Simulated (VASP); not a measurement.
Crystal: La2O3.

```
CELL_PARAMETERS angstrom
3.93078 0.00000 0.00000
-1.96539 3.40415 0.00000
0.00000 0.00000 6.11195
ATOMIC_POSITIONS crystal
La 0.33333 0.66667 0.24624
La 0.66667 0.33333 0.75376
O 0.00000 0.00000 0.00000
O 0.33333 0.66667 0.64589
O 0.66667 0.33333 0.35411
```

```yaml
Program: VASP 6.6.1
Task: relaxation of cell and atoms
Functional: LDA
Potentials_or_basis: VASP PAW LDA potentials, release 64 (La, O)
Cutoff: 600 eV
k_mesh: 8 × 8 × 5
Occupations: fermi-dirac, width 0.05 eV
Spin: no spin polarisation
Hubbard_terms: La f U = 5.0 eV
```

At the start: pressure -2.6 GPa; volume 16.36 Å³/atom.

Question: Where does the relaxation end?

Answer: Over 11 steps the energy falls by 3.1 meV/atom and the volume is 15.99 Å³/atom (-2.2 %); space group P-3m1 (No. 164, to 0.05 Å).

Step by step:
```tsv
step	energy change (eV)	largest force (eV/Å)	pressure (GPa)	volume (Å³)
1	0.0000	0.0527	-2.58	81.78
2	0.0022	0.3224	3.11	78.70
3	-0.0125	0.1555	0.04	80.28
4	-0.0148	0.0226	0.01	80.12
5	-0.0150	0.0353	0.00	80.05
6	-0.0153	0.0348	0.01	80.03
7	-0.0154	0.0344	0.02	80.00
8	-0.0156	0.0182	-0.05	80.02
9	-0.0156	0.0077	-0.11	80.03
10	-0.0155	0.0106	0.17	79.88
11	-0.0156	0.0024	0.00	79.97
```

Final structure:
```xyz
5
Lattice="3.9182 0.0000 0.0000 -1.9591 3.3932 0.0000 0.0000 0.0000 6.0153" Properties=species:S:1:pos:R:3 pbc="T T T"
La    0.0000    2.2621    1.4706
La    1.9591    1.1311    4.5447
O     0.0000    0.0000    0.0000
O     0.0000    2.2621    3.8875
O     1.9591    1.1311    2.1278
```
